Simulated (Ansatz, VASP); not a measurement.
Two plane-wave programs on KHCO2

The input INCAR:

```
SYSTEM = KHCO2
  ALGO = Normal
  EDIFF = 1E-6
  ENCUT = 520
  GGA = CA
  ISIF = 2
  ISMEAR = 0
  LASPH = .True.
  LCHARG = .True.
  LELF = .True.
  LREAL = .False.
  LVHAR = .True.
  LWAVE = .False.
  NBANDS = 37
  NELM = 60
  PREC = Accurate
  SIGMA = 0.1
```

KPOINTS

```
k-points
0
Gamma
  4 4 4
  0 0 0
```

File POSCAR:

```
KHCO2
1.0
    2.9655970000     -3.4755830000      0.0000000000
    2.9655970000      3.4755830000      0.0000000000
    0.0000000000      0.0000000000      7.0518300000
K H C O
2 2 2 4
Direct
    0.0000000000      0.0000000000      0.5000000000
    0.0000000000      0.0000000000      0.0000000000
    0.4416020000      0.5583980000      0.2500000000
    0.5583980000      0.4416020000      0.7500000000
    0.6018360000      0.3981640000      0.2500000000
    0.3981640000      0.6018360000      0.7500000000
    0.4947400000      0.1233760000      0.2500000000
    0.1233760000      0.4947400000      0.7500000000
    0.5052600000      0.8766240000      0.7500000000
    0.8766240000      0.5052600000      0.2500000000
```

Input for Ansatz:

```yaml
crystal:
  lattice:
    - [2.965597, -3.475583, 0.0]
    - [2.965597, 3.475583, 0.0]
    - [0.0, 0.0, 7.05183]
  atoms:
    - { symbol: K, position: [0.0, 0.0, 0.5] }
    - { symbol: K, position: [0.0, 0.0, 0.0] }
    - { symbol: H, position: [0.441602, 0.558398, 0.25] }
    - { symbol: H, position: [0.558398, 0.441602, 0.75] }
    - { symbol: C, position: [0.601836, 0.398164, 0.25] }
    - { symbol: C, position: [0.398164, 0.601836, 0.75] }
    - { symbol: O, position: [0.49474, 0.123376, 0.25] }
    - { symbol: O, position: [0.123376, 0.49474, 0.75] }
    - { symbol: O, position: [0.50526, 0.876624, 0.75] }
    - { symbol: O, position: [0.876624, 0.50526, 0.25] }
basis:
  ecutwfc: 420
kpoints:
  mp_grid: { grid: [4, 4, 4] }
hamiltonian:
  xc: lda
scf:
  occupations: { method: gaussian, width: 0.1 }
output:
  forces: true
  stress: true
  eigenvalues: true
```

Alike in both runs: task single point; functional LDA; k mesh 4 × 4 × 4; occupations gaussian, width 0.1 eV; no spin polarisation.

|  | VASP | Ansatz |
| --- | --- | --- |
| version | VASP 6.6.1 | Ansatz 0.2.0 |
| potentials or method | VASP PAW LDA potentials, release 64 (K_sv, H, C, O), cutoff 520 eV | scalar-relativistic, plane waves, PAW |
| valence electrons in the cell | 52 | 52 |

```tsv
	VASP	Ansatz	Ansatz less VASP
gap on the k mesh at the Fermi level (eV)	4.12	4.13	+0.004
least direct gap on the mesh (eV)	4.12	4.13	+0.004
pressure (GPa)	-4.1	-4.8	-0.68
traceless stress, the component that is largest in VASP (GPa)	-2.16	-3.17	-1.006
rms of the force components (eV/Å)	0.326	0.484	+0.1574
```

LDA's correlation is that of Perdew and Zunger in VASP and of Perdew and Wang (1992) in Ansatz. Atom by atom the forces differ by 0.164 eV/Å (rms over components).
